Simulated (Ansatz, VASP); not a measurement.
**RbBr: VASP beside Ansatz**

File INCAR:

```
SYSTEM = RbBr
PREC = Accurate
ENCUT = 520
EDIFF = 1E-7
ISMEAR = 0
SIGMA = 0.05
LREAL = .False.
LASPH = .True.
NELM = 100
ALGO = Normal
ISIF = 2
LWAVE = .False.
LCHARG = .False.
NBANDS = 15
```

Contents of KPOINTS:

```
Automatic mesh
0
Gamma
  6 6 6
  0 0 0
```

POSCAR

```
RbBr
1.0
    0.0000000000      3.4275000000      3.4275000000
    3.4275000000      0.0000000000      3.4275000000
    3.4275000000      3.4275000000      0.0000000000
Rb Br
1 1
Direct
   -0.0437636761     -0.0437636761     -0.0800186925
    0.5000000000      0.5000000000      0.5000000000
```

Input for Ansatz:

```yaml
crystal:
  lattice:
    - [0.0, 3.4275, 3.4275]
    - [3.4275, 0.0, 3.4275]
    - [3.4275, 3.4275, 0.0]
  atoms:
    - { symbol: Rb, position: [-0.0437636761, -0.0437636761, -0.0800186925] }
    - { symbol: Br, position: [0.5, 0.5, 0.5] }
basis:
  ecutwfc: 420
kpoints:
  mp_grid: { grid: [6, 6, 6] }
hamiltonian:
  xc: lda
scf:
  occupations: { method: gaussian, width: 0.05 }
output:
  forces: true
  stress: true
  eigenvalues: true
```

Alike in both runs: task single point; functional LDA; k mesh 6 × 6 × 6; occupations gaussian, width 0.05 eV; no spin polarisation.

```csv
,VASP,Ansatz
version,VASP 6.6.1,Ansatz 0.2.0
potentials or method,"VASP PAW LDA potentials, release 64 (Rb_sv, Br), cutoff 520 eV","scalar-relativistic, plane waves, PAW"
valence electrons in the cell,16,16
```

```tsv
	VASP	Ansatz	Ansatz less VASP
gap on the k mesh at the Fermi level (eV)	4.06	4.05	-0.010
least direct gap on the mesh (eV)	4.06	4.05	-0.010
pressure (GPa)	0.9	0.8	-0.07
traceless stress, the component that is largest in VASP (GPa)	-1.09	-1.07	+0.019
rms of the force components (eV/Å)	0.417	0.409	-0.0082
```

LDA's correlation is that of Perdew and Zunger in VASP and of Perdew and Wang (1992) in Ansatz. Atom by atom the forces differ by 0.008 eV/Å (rms over components).
